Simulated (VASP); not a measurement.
# BN (Fmm2) in VASP: further runs

BN is run at these levels: PBE; tasks: single point.

All numbers are computed with VASP 6.6.1; they aren't measurements. Logs are shortened: lines on timing, memory, paths and dates and some standing lists are left out, and cuts for length are marked.

## Step 1: The cell of the first run

The structure is orthorhombic, space group Fmm2 (No. 42). Conventional cell: a = 2.503 Å, b = 6.991 Å, c = 4.332 Å, α = 90.00°, β = 90.00°, γ = 90.00°. B (site symmetry mm2) has 3 N at 1.44 Å within 1.9 Å. Within 1.9 Å of N (site symmetry mm2) lie 3 B at 1.44 Å.

## Step 2: Single point, PBE

Input file INCAR:

```
ALGO = Normal
EDIFF = 1E-7
ENCUT = 520
GGA = PE
ISIF = 2
ISMEAR = 0
LASPH = True
LCHARG = True
LELF = True
LREAL = False
LVHAR = True
LWAVE = False
NBANDS = 11
NELM = 100
PREC = Accurate
SIGMA = 0.02
```

Input file KPOINTS:

```
k-points
0
Gamma
  18 18 18
```

Input file POSCAR:

```
BN
1.0
    0.0000000000      3.4953158300      2.1660912400
    1.2516321000      0.0000000000      2.1660912400
    1.2516321000      3.4953158300      0.0000000000
B N
1 1
Direct
    0.0000486500      0.0000486500      0.9999513500
    0.6666513400      0.6666513400      0.3333486600
```

Potentials or basis: VASP PAW PBE potentials, release 64 (B, N).

The run is started by

```bash
cat potpaw_PBE.64/B/POTCAR potpaw_PBE.64/N/POTCAR > POTCAR
mpirun -np 1 vasp_std > vasp.out
```

OUTCAR:

```text
EDIFF = 1E-7
   ENCUT = 520
   GGA = PE
   ISIF = 2
   ISMEAR = 0
   LASPH = True
   LREAL = False
   NELM = 100
   PREC = Accurate

 ion  position               nearest neighbor table
   1  0.000  0.000  1.000-   2 1.44   2 1.44   2 1.44
   2  0.667  0.667  0.333-   1 1.44   1 1.44   1 1.44

  LATTYP: Found a face centered orthorhombic cell.
 ALAT       =     2.5032642000
 B/A-ratio  =     1.7306133647
 C/A-ratio  =     2.7926064137

  Lattice vectors:

 A1 = (   0.0000000000,   3.4953158300,   2.1660912400)
 A2 = (  -1.2516321000,   3.4953158300,   0.0000000000)
 A3 = (  -1.2516321000,   0.0000000000,   2.1660912400)

Analysis of symmetry for initial positions (statically):
=====================================================================
 Subroutine PRICEL returns:
 Original cell was already a primitive cell.

 Routine SETGRP: Setting up the symmetry group for a
 face centered orthorhombic supercell.

 Subroutine GETGRP returns: Found  4 space group operations
 (whereof  4 operations were pure point group operations)
 out of a pool of  8 trial point group operations.

The static configuration has the point symmetry C_2v.

Analysis of symmetry for dynamics (positions and initial velocities):
=====================================================================
 Subroutine PRICEL returns:
 Original cell was already a primitive cell.

 Routine SETGRP: Setting up the symmetry group for a
 face centered orthorhombic supercell.

 Subroutine GETGRP returns: Found  4 space group operations
 (whereof  4 operations were pure point group operations)
 out of a pool of  8 trial point group operations.

The dynamic configuration has the point symmetry C_2v.

 Subroutine INISYM returns: Found  4 space group operations
 (whereof  4 operations are pure point group operations),
 and found     1 'primitive' translations

----------------------------------------------------------------------------------------

                                     Primitive cell

  volume of cell :      18.9526

  direct lattice vectors                    reciprocal lattice vectors
     0.000000000  3.495315830  2.166091240    -0.399478409  0.143048590  0.230830535
     1.251632100  0.000000000  2.166091240     0.399478409 -0.143048590  0.230830535
     1.251632100  3.495315830  0.000000000     0.399478409  0.143048590 -0.230830535

  length of vectors
     4.112077822  2.501706252  3.712656147     0.483041027  0.483041027  0.483041027

  position of ions in fractional coordinates (direct lattice)
     0.000048650  0.000048650  0.999951350
     0.666651340  0.666651340  0.333348660

  ion indices of the primitive-cell ions
   primitive index   ion index
                 1           1
                 2           2

----------------------------------------------------------------------------------------

 KPOINTS: k-points

Automatic generation of k-mesh.
 Grid dimensions read from file:
 generate k-points for:   18   18   18

 Generating k-lattice:

  Cartesian coordinates                     Fractional coordinates (reciprocal lattice)
    -0.022193245  0.007947144  0.012823919     0.055555556  0.000000000 -0.000000000
     0.022193245 -0.007947144  0.012823919     0.000000000  0.055555556  0.000000000
     0.022193245  0.007947144 -0.012823919    -0.000000000  0.000000000  0.055555556

  Length of vectors
     0.026835613  0.026835613  0.026835613

  Shift w.r.t. Gamma in fractional coordinates (k-lattice)
     0.000000000  0.000000000  0.000000000

 Subroutine IBZKPT returns following result:
 ===========================================

 Found    865 irreducible k-points:

 Following reciprocal coordinates:
            Coordinates               Weight
  0.000000  0.000000  0.000000      1.000000
  0.055556 -0.000000 -0.000000      8.000000
  0.111111 -0.000000 -0.000000      8.000000
  0.166667 -0.000000 -0.000000      8.000000
  0.222222 -0.000000 -0.000000      8.000000
  0.277778  0.000000 -0.000000      8.000000
[... 16 lines left out ...]
 -0.277778  0.055556  0.000000      8.000000
 -0.222222  0.055556  0.000000      8.000000
 [... further k-points ...]
   k-points           NKPTS =    865   k-points in BZ     NKDIM =    865   number of bands    NBANDS=     11
   number of dos      NEDOS =    301   number of ions     NIONS =      2
   total plane-waves  NPLWV =  17920
   dimension x,y,z NGX =    32 NGY =   20 NGZ =   28
   dimension x,y,z NGXF=    64 NGYF=   40 NGZF=   56
   ions per type =               1   1
   NGX,Y,Z   is equivalent  to a cutoff of  12.94, 13.29, 12.54 a.u.
   NGXF,Y,Z  is equivalent  to a cutoff of  25.87, 26.58, 25.08 a.u.
 SYSTEM =  unknown system
   PREC   = accura    normal or accurate (medium, high low for compatibility)
   ISTART =      0    job   : 0-new  1-cont  2-samecut
   ICHARG =      2    charge: 1-file 2-atom 10-const
   ISPIN  =      1    spin polarized calculation?
   LNONCOLLINEAR =      F non collinear calculations
   LSORBIT =      F    spin-orbit coupling
   LASPH  =      T    aspherical Exc in radial PAW
   ENCUT  =  520.0 eV  38.22 Ry    6.18 a.u.   7.65  4.65  6.90*2*pi/ulx,y,z
   NELM   =    100;   NELMIN=  2; NELMDL= -5     # of ELM steps
   EDIFF  = 0.1E-06   stopping-criterion for ELM
   LREAL  =      F    real-space projection
   EDIFFG = 0.1E-05   stopping-criterion for IOM
   NSW    =      0    number of steps for IOM
   IBRION =     -1    ionic relax: 0-MD 1-quasi-New 2-CG
   NFREE  =      0    steps in history (QN), initial steepest desc. (CG)
   ISIF   =      2    stress and relaxation
   ISYM   =      2    0-nonsym 1-usesym 2-fastsym
   POTIM  = 0.5000    time-step for ionic-motion
   TEBEG  =    0.0;   TEEND  =   0.0 temperature during run
   PSTRESS=    0.0 pullay stress
   NELECT =       8.0000    total number of electrons
   NUPDOWN=      -1.0000    fix difference up-down
   EMIN   =  10.00;   EMAX   =-10.00  energy-range for DOS
   EFERMI =   0.00;   METHOD = LEGACY
   ISMEAR =     0;   SIGMA  =   0.02  broadening in eV -4-tet -1-fermi 0-gaus
   EFERMI_NEDOS =   21; number of points for ismear=-14 and -15
   IALGO  =     38    algorithm
   IMIX   =      4    mixing-type and parameters
     AMIX     =   0.40;   BMIX     =  1.00
     AMIX_MAG =   1.60;   BMIX_MAG =  1.00
  volume/ion in A,a.u.               =       9.48        63.95
  Fermi-wavevector in a.u.,A,eV,Ry     =   1.228047  2.320672 20.518928  1.508099
  Thomas-Fermi vector in A             =   2.362987
   LORBIT       =      0    0 simple, 1 ext, 2 COOP (PROOUT), +10 PAW based schemes
   GGA     = PE    functional components
   LHFCALC =     F    Hartree Fock is set to
   AEXX    =    0.0000 exact exchange contribution
   IVDW    =     0    specifies the selected vdW correction
   LEPSILON=     F    determine dielectric tensor
   LRPA    =     F    only Hartree local field effects (RPA)
 non-spin polarized calculation
 Gauss-broadening in eV      SIGMA  =   0.02
  energy-cutoff  :      520.00
  volume of cell :       18.95
 maximum number of plane-waves:       529
   NGX = 15   NGY =  9   NGZ = 13

 number of electron       8.0000000 magnetization

 Free energy of the ion-electron system (eV)
  ---------------------------------------------------
  ext. energy  EPLUGINS =         0.00000000
  ---------------------------------------------------
  free energy    TOTEN  =       -17.58679444 eV

  energy without entropy =      -17.58679444  energy(sigma->0) =      -17.58679444

 E-fermi :   2.1886     XC(G=0):  -9.7394

 val. band max:        2.0009987377   @ k =   0.4444  -0.3889   0.1111
 cond. band min:       5.8265994025   @ k =   0.0000   0.5000   0.5000
 fundamental gap:      3.8256006647
 Fermi energy:         2.1885778137

 k-point     1 :       0.0000    0.0000    0.0000
  band No.  band energies     occupation
      1     -15.8876      2.00000
      2      -2.5002      2.00000
      3       0.5604      2.00000
      4       0.5674      2.00000
      5       6.8411      0.00000
      6      13.4915      0.00000
      7      13.5508      0.00000
      8      14.9521      0.00000
      9      16.4110      0.00000
     10      27.5801      0.00000
     11      28.7312      0.00000

 k-point     2 :       0.0556   -0.0000   -0.0000
  band No.  band energies     occupation
      1     -15.8259      2.00000
      2      -2.4401      2.00000
      3       0.3075      2.00000
      4       0.4434      2.00000
      5       6.9840      0.00000
      6      13.4965      0.00000
      7      13.7769      0.00000
      8      14.7325      0.00000
      9      16.6172      0.00000
     10      27.7625      0.00000
     11      27.9394      0.00000

 k-point     3 :       0.1111   -0.0000   -0.0000
  band No.  band energies     occupation
      1     -15.6422      2.00000
      2      -2.2601      2.00000
      3      -0.3987      2.00000
      4       0.1210      2.00000
      5       7.3851      0.00000
      6      13.4043      0.00000
      7      14.1126      0.00000
      8      14.5415      0.00000
      9      17.1738      0.00000
     10      26.2156      0.00000
     11      28.2573      0.00000

 k-point     4 :       0.1667   -0.0000   -0.0000
  band No.  band energies     occupation
      1     -15.3414      2.00000
      2      -1.9660      2.00000
      3      -1.4036      2.00000
      4      -0.3268      2.00000
      5       7.9884      0.00000
      6      13.1434      0.00000
      7      13.3200      0.00000
      8      15.7117      0.00000
      9      17.9588      0.00000
     10      24.4294      0.00000
     11      28.3451      0.00000
[... 239 lines left out ...]
 k-point    22 :      -0.3333    0.0556    0.0000
  band No.  band energies     occupation
      1     -13.5544      2.00000
      2      -5.4999      2.00000
      3      -2.0211      2.00000
      4      -0.0904      2.00000
      5       8.3183      0.00000
      6      11.5682      0.00000
      7      13.7312      0.00000
      8      19.1190      0.00000
      9      20.5844      0.00000
     10      21.9471      0.00000
     11      25.0500      0.00000

 k-point    23 :      -0.2778    0.0556    0.0000
  band No.  band energies     occupation
      1     -14.1171      2.00000
      2      -4.4072      2.00000
      3      -1.6604      2.00000
      4      -0.7199      2.00000
      5       9.2604      0.00000
      6      11.0674      0.00000
      7      13.4315      0.00000
      8      18.8736      0.00000
      9      20.3059      0.00000
     10      21.1823      0.00000
     11      25.7317      0.00000

 k-point    24 :      -0.2222    0.0556    0.0000
  band No.  band energies     occupation
      1     -14.6477      2.00000
      2      -3.2245      2.00000
      3      -1.2887      2.00000
      4      -1.2080      2.00000
      5       9.2210      0.00000
      6      11.4581      0.00000
      7      13.3886      0.00000
      8      17.5536      0.00000
      9      19.6982      0.00000
     10      21.7536      0.00000
     11      26.5488      0.00000

 [... further k-points ...]

------------------------ aborting loop because EDIFF is reached ----------------------------------------

  FORCE on cell =-STRESS in cart. coord.  units (eV):
  Direction    XX          YY          ZZ          XY          YZ          ZX
  --------------------------------------------------------------------------------------
  -------------------------------------------------------------------------------------
  Total        0.4873125      0.1890019      0.4926672      0.0000000      0.0000000      0.0000000
  in kB       41.1953613     15.9774287     41.6480247      0.0000000      0.0000000      0.0000000
  external PRESSURE =      32.9402716 kB  Pullay stress =       0.0000000 kB

 VOLUME and BASIS-vectors are now :
 -----------------------------------------------------------------------------
  energy-cutoff  :      520.00
  volume of cell :       18.95
      direct lattice vectors                 reciprocal lattice vectors
     0.000000000  3.495315830  2.166091240    -0.399478409  0.143048590  0.230830535
     1.251632100  0.000000000  2.166091240     0.399478409 -0.143048590  0.230830535
     1.251632100  3.495315830  0.000000000     0.399478409  0.143048590 -0.230830535

 POSITION                                       TOTAL-FORCE (eV/Angst)
 -----------------------------------------------------------------------------------
      1.25163      3.49532      0.00021         0.000000      0.000000      0.009717
      1.25163      3.49532      2.88806         0.000000      0.000000     -0.009717
 -----------------------------------------------------------------------------------
    total drift:                                0.000006     -0.000011     -0.000066

  FREE ENERGIE OF THE ION-ELECTRON SYSTEM (eV)
  ---------------------------------------------------
  free  energy   TOTEN  =       -17.5867944365 eV

  energy  without entropy=      -17.5867944365  energy(sigma->0) =      -17.58679444
```

It took 1.7 min on 1 thread of AMD EPYC 9R45 (Zen 5), shared host; peak memory 0.25 GiB.

Results:

```
Free energy            : -17.5868 eV
Pressure               : 3.3 GPa
Largest force          : 0.010 eV/Å
Band gap on the k mesh : 3.83 eV, indirect (least direct gap 4.55 eV)
```

Forces on the atoms (eV/Å):
```
B    0.000  0.000  0.010
N    0.000  0.000 -0.010
```

Levels at points of the mesh, in eV from the valence-band top:
```tsv
k point	band 2	band 3	band 4	band 5	band 6	band 7
(0.00, 0.00, 0.00)	-4.50	-1.44	-1.43	4.84	11.49	11.55
(0.50, 0.00, 0.00)	-9.01	-4.24	-1.03	4.61	9.80	13.31
(0.50, 0.50, 0.00)	-9.10	-4.23	-0.54	5.75	9.39	12.22
(0.50, 0.00, 0.50)	-6.14	-1.46	-1.43	9.56	11.45	11.51
(0.00, 0.50, 0.50)	-8.91	-4.27	-1.48	3.83	9.88	14.48
```

## Step 3: Single point, PBE

Input file INCAR:

```
SYSTEM = BN
PREC     = Accurate       ! precision mode
ENCUT    = 520            ! plane-wave cutoff, eV
EDIFF    = 1E-7           ! SCF threshold, eV
ISMEAR   = 0              ! smearing method
SIGMA    = 0.02           ! smearing width, eV
LREAL    = .FALSE.        ! projectors in reciprocal space
LASPH    = .TRUE.         ! aspherical terms in the spheres
NELM     = 80             ! most SCF steps
ALGO     = Normal         ! electronic algorithm
ISIF     = 2              ! what is computed and relaxed
LWAVE    = .FALSE.        ! write WAVECAR
LCHARG   = .FALSE.        ! write CHGCAR
GGA      = PE             ! functional
NBANDS   = 11             ! bands
```

Input file KPOINTS:

```
regular mesh
0
G
  1 1 1
  0 0 0
```

POSCAR is that of step 2.

Potentials or basis: VASP PAW PBE potentials, release 64 (B, N).

The run is started by

```bash
cat potpaw_PBE.64/B/POTCAR potpaw_PBE.64/N/POTCAR > POTCAR
mpirun -np 1 vasp_gam > vasp.out
```

Run time: 3.3 s. Hardware: 1 thread of Intel Xeon Platinum 8488C (Sapphire Rapids), shared host; peak memory 0.13 GiB.

It converged, with:

- Free energy: -9.8823 eV
- Pressure: 38.9 GPa
- Band gap on the k mesh: 4.98 eV

Stress tensor (GPa, compression positive):
```
20.06  0.00  0.00
 0.00 74.05  0.00
 0.00  0.00 22.45
```

Levels at points of the mesh, in eV from the valence-band top:
```csv
k point,band 1,band 2,band 3,band 4,band 5,band 6,band 7,band 8,band 9
"(0.00, 0.00, 0.00)",-16.85,-3.89,-0.01,0.00,4.98,12.54,12.61,13.87,15.34
```

Caveat: the k points lie up to 3.04 Å⁻¹ apart. Expect the measured gap to be larger: semilocal functionals such as PBE lack the derivative discontinuity.

(Part 1 of 2 ends here.)
